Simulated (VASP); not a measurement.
## Rb: single point with PBE

Rb:

```xyz
2
Lattice="5.0007 0.0000 0.0000 -2.5003 4.3307 0.0000 0.0000 0.0000 8.2808" Properties=species:S:1:pos:R:3 pbc="T T T"
Rb    0.0000    2.8871    2.0702
Rb    2.5003    1.4436    6.2106
```

This isn't the form of Rb at room conditions, which is bcc.

```
Program             : VASP 6.6.1
Task                : single point
Functional          : PBE
Potentials or basis : VASP PAW PBE potentials, release 64 (Rb_sv)
Cutoff              : 520 eV
k mesh              : 11 × 11 × 6
Occupations         : fermi-dirac, width 0.03 eV
Spin                : no spin polarisation
```

```json
{
 "Pressure": "0.1 GPa",
 "Band gap on the k mesh": "zero (bands 9 and 10 overlap by 2.26 eV)"
}
```

Levels at points of the mesh, in eV from the Fermi level:
```csv
k point,band 7,band 8,band 9,band 10,band 11,band 12
"(0.00, 0.00, 0.00)",-12.95,-12.95,-2.02,0.07,0.60,3.47
"(0.00, 0.00, 0.50)",-12.96,-12.96,-1.35,-1.35,2.25,2.25
```

Wall time 120 s on 1 thread of Oxide Virtual Turin-like Processor, on a shared host, peak memory 0.35 GiB.
